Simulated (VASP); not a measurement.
# SrTiO3 (Pm-3m) in VASP: elastic constants with PBE

Aim: the elastic constants of SrTiO3 with PBE.

Program: VASP 6.6.1. These are calculated values, not measurements. Logs are shortened: lines on timing, memory, paths and dates and some standing lists are left out, and cuts for length are marked.

**1. The cell of the first run**

It takes space group Pm-3m (No. 221, cubic). The conventional cell has a = 3.936 Å, b = 3.936 Å, c = 3.936 Å, α = 90.00°, β = 90.00°, γ = 90.00°. Sr (site symmetry m-3m) has 12 O at 2.78 Å and 8 Ti at 3.41 Å within 3.7 Å. Within 2.6 Å of Ti (site symmetry m-3m) lie 6 O at 1.97 Å. Within 2.6 Å of O (site symmetry 4/mmm) lie 2 Ti at 1.97 Å.

**2. Elastic constants, PBE**

Input file INCAR:

```
SYSTEM = SrTiO3
PREC     = Accurate       ! precision mode
ENCUT    = 600            ! plane-wave cutoff, eV
EDIFF    = 1E-8           ! SCF threshold, eV
ISMEAR   = 0              ! smearing method
SIGMA    = 0.01           ! smearing width, eV
LREAL    = .FALSE.        ! projectors in reciprocal space
LASPH    = .TRUE.         ! aspherical terms in the spheres
NELM     = 100            ! most SCF steps
ALGO     = Normal         ! electronic algorithm
ISIF     = 3              ! what is computed and relaxed
LWAVE    = .FALSE.        ! write WAVECAR
LCHARG   = .TRUE.         ! write CHGCAR
GGA      = PE             ! functional
IBRION   = 6              ! ionic algorithm
NFREE    = 2            
POTIM    = 0.015          ! step
NSW      = 1              ! ionic steps
```

Input file KPOINTS:

```
regular mesh
0
G
  8 8 8
  0 0 0
```

Input file POSCAR:

```
SrTiO3
1.0
    3.9364041247      0.0000000000      0.0000000000
    0.0000000000      3.9364041247      0.0000000000
    0.0000000000      0.0000000000      3.9364041247
Sr Ti O
1 1 3
Direct
    0.5000000000      0.5000000000      0.5000000000
    0.0000000000      0.0000000000      0.0000000000
    0.5000000000      0.0000000000      0.0000000000
    0.0000000000      0.5000000000      0.0000000000
    0.0000000000      0.0000000000      0.5000000000
```

Potentials or basis: VASP PAW PBE potentials, release 64 (Sr_sv, Ti_sv, O).

Run with:

```bash
$ cat potpaw_PBE.64/Sr_sv/POTCAR potpaw_PBE.64/Ti_sv/POTCAR potpaw_PBE.64/O/POTCAR > POTCAR
$ mpirun -np 1 vasp_std > vasp.out
```

OUTCAR:

```text
SYSTEM = SrTiO3
   PREC = Accurate
   ENCUT = 600
   EDIFF = 1E-8
   ISMEAR = 0
   LREAL = .FALSE.
   LASPH = .TRUE.
   NELM = 100
   ISIF = 3
   GGA = PE
   IBRION = 6
   NFREE = 2
   POTIM = 0.015
   NSW = 1

 ion  position               nearest neighbor table
   1  0.500  0.500  0.500-   3 2.78   4 2.78   5 2.78   3 2.78   4 2.78   3 2.78   5 2.78   3 2.78
                             4 2.78   5 2.78   4 2.78   5 2.78   2 3.41   2 3.41   2 3.41   2 3.41
   2  0.000  0.000  0.000-   3 1.97   4 1.97   5 1.97   5 1.97   4 1.97   3 1.97   1 3.41   1 3.41
                             1 3.41   1 3.41   1 3.41   1 3.41   1 3.41   1 3.41
   3  0.500  0.000  0.000-   2 1.97   2 1.97   1 2.78   1 2.78   1 2.78   1 2.78
   4  0.000  0.500  0.000-   2 1.97   2 1.97   1 2.78   1 2.78   1 2.78   1 2.78
   5  0.000  0.000  0.500-   2 1.97   2 1.97   1 2.78   1 2.78   1 2.78   1 2.78

  LATTYP: Found a simple cubic cell.
 ALAT       =     3.9364041247

  Lattice vectors:

 A1 = (   3.9364041247,   0.0000000000,   0.0000000000)
 A2 = (   0.0000000000,   3.9364041247,   0.0000000000)
 A3 = (   0.0000000000,   0.0000000000,   3.9364041247)

Analysis of symmetry for initial positions (statically):
=====================================================================
 Subroutine PRICEL returns:
 Original cell was already a primitive cell.

 Routine SETGRP: Setting up the symmetry group for a
 simple cubic supercell.

 Subroutine GETGRP returns: Found 48 space group operations
 (whereof 48 operations were pure point group operations)
 out of a pool of 48 trial point group operations.

The static configuration has the point symmetry O_h .

Analysis of symmetry for dynamics (positions and initial velocities):
=====================================================================
 Subroutine PRICEL returns:
 Original cell was already a primitive cell.

 Routine SETGRP: Setting up the symmetry group for a
 simple cubic supercell.

 Subroutine GETGRP returns: Found 48 space group operations
 (whereof 48 operations were pure point group operations)
 out of a pool of 48 trial point group operations.

The dynamic configuration has the point symmetry O_h .

 Subroutine INISYM returns: Found 48 space group operations
 (whereof 48 operations are pure point group operations),
 and found     1 'primitive' translations

----------------------------------------------------------------------------------------

                                     Primitive cell

  volume of cell :      60.9957

  direct lattice vectors                    reciprocal lattice vectors
     3.936404125  0.000000000  0.000000000     0.254038957  0.000000000  0.000000000
     0.000000000  3.936404125  0.000000000     0.000000000  0.254038957  0.000000000
     0.000000000  0.000000000  3.936404125     0.000000000  0.000000000  0.254038957

  length of vectors
     3.936404125  3.936404125  3.936404125     0.254038957  0.254038957  0.254038957

  position of ions in fractional coordinates (direct lattice)
     0.500000000  0.500000000  0.500000000
     0.000000000  0.000000000  0.000000000
     0.500000000  0.000000000  0.000000000
     0.000000000  0.500000000  0.000000000
     0.000000000  0.000000000  0.500000000

  ion indices of the primitive-cell ions
   primitive index   ion index
[... 123 lines left out ...]
  ext. energy  EPLUGINS =         0.00000000
  ---------------------------------------------------
  free energy    TOTEN  =       -40.10976140 eV

  energy without entropy =      -40.10976140  energy(sigma->0) =      -40.10976140

------------------------ aborting loop because EDIFF is reached ----------------------------------------

  FORCE on cell =-STRESS in cart. coord.  units (eV):
  Direction    XX          YY          ZZ          XY          YZ          ZX
  --------------------------------------------------------------------------------------
  -------------------------------------------------------------------------------------
  Total        0.1665485      0.1665485      0.1665485      0.0000000     -0.0000000      0.0000000
  in kB        4.3747395      4.3747395      4.3747395      0.0000000     -0.0000000      0.0000000
  external PRESSURE =       4.3747395 kB  Pullay stress =       0.0000000 kB
[... 98 lines left out ...]
  FREE ENERGIE OF THE ION-ELECTRON SYSTEM (eV)
  ---------------------------------------------------
  free  energy   TOTEN  =       -40.0929851557 eV

  energy  without entropy=      -40.0929851557  energy(sigma->0) =      -40.09298516

[... ionic steps 4 to 18 ...]

--------------------------------------- Ionic step       19  -------------------------------------------

 number of electron      39.9999976 magnetization

------------------------ aborting loop because EDIFF is reached ----------------------------------------
[... 73 lines left out ...]
--------------------------------------- Ionic step       21  -------------------------------------------

 number of electron      39.9999976 magnetization

 Free energy of the ion-electron system (eV)
  ---------------------------------------------------
  ext. energy  EPLUGINS =         0.00000000
  ---------------------------------------------------
  free energy    TOTEN  =       -40.10929966 eV

  energy without entropy =      -40.10929966  energy(sigma->0) =      -40.10929966

 E-fermi :   4.0159     XC(G=0): -11.1442

 val. band max:        3.9688831187   @ k =   0.5000   0.5000   0.5000
 cond. band min:       5.7806882699   @ k =   0.0000   0.0000   0.0000
 fundamental gap:      1.8118051512
 Fermi energy:         4.0158527545

 k-point     1 :       0.0000    0.0000    0.0000
  band No.  band energies     occupation
      1     -52.5938      2.00000
      2     -28.8945      2.00000
      3     -28.8251      2.00000
      4     -28.8251      2.00000
      5     -28.8251      2.00000
      6     -13.3722      2.00000
[... 637 lines left out ...]
     23       7.9847      0.00000
     24       9.5083      0.00000

 [... further k-points ...]
[... 5 lines left out ...]
  --------------------------------------------------------------------------------------
  -------------------------------------------------------------------------------------
  Total        0.1649680      0.1672695      0.1671033      0.0000000      0.0000000      0.0000000
  in kB        4.3332249      4.3936791      4.3893133      0.0000000      0.0000000      0.0000000
  external PRESSURE =       4.3720724 kB  Pullay stress =       0.0000000 kB
[... 20 lines left out ...]
  FREE ENERGIE OF THE ION-ELECTRON SYSTEM (eV)
  ---------------------------------------------------
  free  energy   TOTEN  =       -40.1092996614 eV

  energy  without entropy=      -40.1092996614  energy(sigma->0) =      -40.10929966

 INTERNAL STRAIN TENSORS FROM STRAINED CELLS
 ============================================

 INTERNAL STRAIN TENSOR FOR ION    1 for displacements in x,y,z  (eV/Angst):
          X           Y           Z          XY          YZ          ZX
  --------------------------------------------------------------------------------
  x     0.00000     0.00000     0.00000     0.00000     0.00000    -0.00000
  y     0.00000     0.00000     0.00000     0.00000     0.00000     0.00000
  z     0.00000     0.00000     0.00000     0.00000     0.00000     0.00000

 INTERNAL STRAIN TENSORS FROM DISPLACED ATOMS
 ============================================

 INTERNAL STRAIN TENSOR FOR ION    1 for displacements in x,y,z  (eV/Angst):
          X           Y           Z          XY          YZ          ZX
  --------------------------------------------------------------------------------
  x     0.00000     0.00000     0.00000     0.00000     0.00000     0.00000
  y     0.00000     0.00000     0.00000     0.00000     0.00000     0.00000
  z     0.00000     0.00000     0.00000     0.00000     0.00000     0.00000

 INTERNAL STRAIN TENSOR FOR ION    5 for displacements in x,y,z  (eV/Angst):
          X           Y           Z          XY          YZ          ZX
  --------------------------------------------------------------------------------
  x     0.00000     0.00000     0.00000     0.00000     0.00000     0.00000
  y     0.00000     0.00000     0.00000     0.00000     0.00000     0.00000
  z     0.00000     0.00000     0.00000     0.00000     0.00000     0.00000

 Eigenvectors and eigenvalues of the dynamical matrix
 ----------------------------------------------------

   1 f  =   15.356686 THz    96.488905 2PiTHz  512.243913 cm-1    63.510122 meV
             X         Y         Z           dx          dy          dz
      1.968202  1.968202  1.968202    -0.036043   -0.000257   -0.000000
      0.000000  0.000000  0.000000     0.059182    0.000422    0.000000
      1.968202  0.000000  0.000000     0.808319   -0.002951   -0.000000
      0.000000  1.968202  0.000000    -0.413381    0.005770    0.000000
      0.000000  0.000000  1.968202    -0.413381   -0.002951   -0.000000
[... 105 lines left out ...]
  15 f/i=    3.696038 THz    23.222894 2PiTHz  123.286568 cm-1    15.285579 meV
             X         Y         Z           dx          dy          dz
      1.968202  1.968202  1.968202    -0.085256    0.150179   -0.041826
      0.000000  0.000000  0.000000    -0.268592    0.473129   -0.131769
      1.968202  0.000000  0.000000     0.237874   -0.382351    0.106487
      0.000000  1.968202  0.000000     0.217058   -0.419019    0.106487
      0.000000  0.000000  1.968202     0.217058   -0.382351    0.116699

--------------------------------------------------------------------------------------------------------

 ELASTIC MODULI CONTR FROM IONIC RELAXATION (kBar)
 Direction    XX          YY          ZZ          XY          YZ          ZX
 --------------------------------------------------------------------------------
 XX           0.0000      0.0000      0.0000      0.0000      0.0000      0.0000
 YY           0.0000      0.0000      0.0000      0.0000      0.0000      0.0000
 ZZ           0.0000      0.0000      0.0000      0.0000      0.0000      0.0000
 XY           0.0000      0.0000      0.0000      0.0000      0.0000      0.0000
 YZ           0.0000      0.0000      0.0000      0.0000      0.0000      0.0000
 ZX           0.0000      0.0000      0.0000      0.0000      0.0000      0.0000
 --------------------------------------------------------------------------------

 TOTAL ELASTIC MODULI (kBar)
 Direction    XX          YY          ZZ          XY          YZ          ZX
 --------------------------------------------------------------------------------
 XX        3162.0139    977.2467    977.2467     -0.0000      0.0000      0.0000
 YY         977.2467   3162.0139    977.2467      0.0000      0.0000      0.0000
 ZZ         977.2467    977.2467   3162.0139      0.0000      0.0000      0.0000
 XY          -0.0000      0.0000      0.0000   1098.6524      0.0000      0.0000
 YZ           0.0000      0.0000      0.0000      0.0000   1098.6524      0.0000
 ZX           0.0000      0.0000      0.0000      0.0000      0.0000   1098.6524
 --------------------------------------------------------------------------------
```

It took 41 min on 1 thread of Oxide Virtual Turin-like, shared host; peak memory 0.55 GiB.

What came out:

| Item | Value |
| --- | --- |
| Elastic constants C11, C12, C44 | 316, 98, 110 GPa |
| Voigt bulk modulus | 171 GPa |
| Highest phonon frequency at Γ, LO-TO splitting left out | 512 cm⁻¹ |
| Most unstable mode | 123i cm⁻¹ |

Phonon frequencies in cm⁻¹ (negative: imaginary):
| q point | frequencies |
| --- | --- |
| (0.000, 0.000, 0.000) | -123 -123 -123 1 1 1 148 148 148 233 233 233 512 512 512 |

Elastic tensor in Voigt notation (GPa, in the Cartesian axes of the cell as first typed):
```
316  98  98   0   0   0
 98 316  98   0   0   0
 98  98 316   0   0   0
  0   0   0 110   0   0
  0   0   0   0 110   0
  0   0   0   0   0 110
```

Clamped-ion elastic tensor (GPa):
```
316  98  98   0   0   0
 98 316  98   0   0   0
 98  98 316   0   0   0
  0   0   0 110   0   0
  0   0   0   0 110   0
  0   0   0   0   0 110
```

Caveat: some modes are imaginary.
